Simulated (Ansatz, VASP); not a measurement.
# Two plane-wave programs on CdH2O2

The input INCAR:

```
PREC = Accurate
ENCUT = 520
EDIFF = 1E-6
ISMEAR = 0
SIGMA = 0.05
LREAL = F
LASPH = T
NELM = 80
ALGO = Normal
ISIF = 2
LWAVE = F
LCHARG = F
GGA = PS
NBANDS = 21
```

File KPOINTS:

```
Automatic mesh
0
Gamma
  9 9 6
```

The input POSCAR:

```
CdH2O2
1.0
    3.4100601858      0.0000000000      0.0000000000
   -1.7050300929      2.9531987493      0.0000000000
    0.0000000000      0.0000000000      4.7126239794
Cd H O
1 2 2
Direct
    0.0000000000      0.0000000000      0.0000000000
    0.6666666667      0.3333333333      0.5509607200
    0.3333333333      0.6666666667      0.4490392800
    0.6666666667      0.3333333333      0.7593720000
    0.3333333333      0.6666666667      0.2406280000
```

Input for Ansatz:

```yaml
crystal:
  lattice:
    - [3.4100601858, 0.0, 0.0]
    - [-1.7050300929, 2.9531987493, 0.0]
    - [0.0, 0.0, 4.7126239794]
  atoms:
    - { symbol: Cd, position: [0.0, 0.0, 0.0] }
    - { symbol: H, position: [0.6666666667, 0.3333333333, 0.55096072] }
    - { symbol: H, position: [0.3333333333, 0.6666666667, 0.44903928] }
    - { symbol: O, position: [0.6666666667, 0.3333333333, 0.759372] }
    - { symbol: O, position: [0.3333333333, 0.6666666667, 0.240628] }
basis:
  ecutwfc: 420
kpoints:
  mp_grid: { grid: [9, 9, 6] }
hamiltonian:
  xc: pbesol
scf:
  occupations: { method: gaussian, width: 0.05 }
output:
  forces: true
  stress: true
  eigenvalues: true
```

Change from the starting cell: strain -0.030 along x and y, +0.015 along z, atoms carried along.

Alike in both runs: task single point; functional PBEsol; k mesh 9 × 9 × 6; occupations gaussian, width 0.05 eV; no spin polarisation.

|  | VASP | Ansatz |
| --- | --- | --- |
| version | VASP 6.6.1 | Ansatz 0.2.0 |
| potentials or method | VASP PAW PBE potentials, release 64 (Cd, H, O), cutoff 520 eV | scalar-relativistic, plane waves, PAW |
| valence electrons in the cell | 26 | 34 |

```tsv
	VASP	Ansatz	Ansatz less VASP
gap on the k mesh at the Fermi level (eV)	1.69	1.70	+0.016
least direct gap on the mesh (eV)	1.96	1.98	+0.014
pressure (GPa)	4.1	3.0	-1.03
traceless stress, the component that is largest in VASP (GPa)	-3.61	-3.92	-0.311
rms of the force components (eV/Å)	0.119	0.143	+0.0240
```

VASP's potentials were made for PBE, not for PBEsol. Atom by atom the forces differ by 0.046 eV/Å (rms over components). VASP's potentials hold 26 valence electrons a cell and Ansatz's 34, so a difference there can come from the potentials and not from the codes.
